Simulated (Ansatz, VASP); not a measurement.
# One calculation of BAs, two programs

```
B As
1.0
     0.00000    2.30698    2.30698
     2.30698    0.00000    2.30698
     2.30698    2.30698    0.00000
B As
1 1
Direct
  0.50000 0.50000 0.50000
  0.00000 0.00000 0.00000
```

Change from the starting cell: species swapped into the ScS type (Fm-3m, No. 225).

Alike in both runs: functional PBE; k mesh 20 × 20 × 20; occupations gaussian, width 0.1 eV; no spin polarisation.

Ansatz relaxed the structure, and its values are those at the end. VASP's run is a single point on that final structure, the one shown.

|  | VASP | Ansatz |
| --- | --- | --- |
| version | VASP 6.6.1 | Ansatz 0.2.0 |
| potentials or method | VASP PAW PBE potentials, release 64 (B, As), cutoff 520 eV | scalar-relativistic, plane waves, PAW |
| valence electrons in the cell | 8 | 18 |

```csv
,VASP,Ansatz,Ansatz less VASP
gap on the k mesh at the Fermi level (eV),none,none,-
pressure (GPa),0.3,0.0,-0.35
```

A gap of «none» marks a metal or a gap that the smearing closes. The functional is the same, so the differences come from potentials, cutoffs and numerics. VASP's potentials hold 8 valence electrons a cell and Ansatz's 18, so a difference there can come from the potentials and not from the codes.
